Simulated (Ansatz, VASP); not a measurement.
One calculation of CuI, two programs

```
Cu I
1.0
     0.00000    2.77764    3.61094
     2.77764    0.00000    3.61094
     2.77764    2.77764    0.00000
Cu I
1 1
Direct
  0.75000 0.75000 0.75000
  0.00000 0.00000 0.00000
```

Alike in both runs: task single point; functional r2SCAN; k mesh 8 × 8 × 8; occupations gaussian, width 0.05 eV; no spin polarisation.

```csv
,VASP,Ansatz
version,VASP 6.6.1,Ansatz 0.2.0
potentials or method,"VASP PAW PBE potentials, release 64 (Cu, I), cutoff 520 eV","scalar-relativistic, plane waves, PAW"
valence electrons in the cell,18,36
```

```csv
,VASP,Ansatz,Ansatz less VASP
gap on the k mesh at the Fermi level (eV),1.27,1.27,0.000
least direct gap on the mesh (eV),1.27,1.27,0.000
pressure (GPa),-1.2,-1.2,+0.01
"traceless stress, the component that is largest in VASP (GPa)",-4.71,-4.71,-0.003
```

VASP's potentials were made for PBE, not for r2SCAN. With one functional, cell and mesh, what is left measures potentials, basis and numerics. VASP's potentials hold 18 valence electrons a cell and Ansatz's 36, so a difference there can come from the potentials and not from the codes.

Spin-orbit coupling is off throughout.
